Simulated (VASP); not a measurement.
A run of VASP 6.6.1 is set up as follows.

POSCAR

```
KBr
1.0
    0.0000000000      3.3022478065      3.3022478065
    3.3022478065      0.0000000000      3.3022478065
    3.3022478065      3.3022478065      0.0000000000
K Br
1 1
Direct
    0.0000000000      0.0000000000      0.0000000000
    0.5000000000      0.5000000000      0.5000000000
```

The input INCAR.step1:

```
SYSTEM = KBr
PREC = Accurate
ENCUT = 520
ISMEAR = 0
SIGMA = 0.01
LREAL = .False.
LASPH = .True.
NELM = 100
NBANDS = 15
GGA = PE
ALGO = Normal
EDIFF = 1E-4
LWAVE = .True.
LCHARG = .False.
```

The input INCAR.step2:

```
SYSTEM = KBr
PREC = Accurate
ENCUT = 520
EDIFF = 1E-6
ISMEAR = 0
SIGMA = 0.01
LREAL = .False.
LASPH = .True.
NELM = 100
ALGO = Normal
ISIF = 2
LWAVE = .False.
LCHARG = .False.
METAGGA = R2SCAN
LMIXTAU = .True.
NBANDS = 15
ISTART = 1
```

File KPOINTS:

```
Automatic mesh
0
Gamma
  6 6 6
  0 0 0
```

Potentials or basis: VASP PAW PBE potentials, release 64 (K_sv, Br).

Launch:

```sh
$ cat potpaw_PBE.64/K_sv/POTCAR potpaw_PBE.64/Br/POTCAR > POTCAR
$ cp INCAR.step1 INCAR
$ mpirun -np 1 vasp_std > vasp.out
$ cp INCAR.step2 INCAR
$ mpirun -np 1 vasp_std > vasp.out
```

Question: What does it give for the band gap on the k mesh?

Answer: 5.07 eV, direct.

Question: Predict the pressure.

Answer: 0.0 GPa.

Caveat: the PAW data sets were made with another functional, which shifts forces and pressure a little. r2SCAN opens gaps a little over a GGA but as a rule still falls short of measured ones.
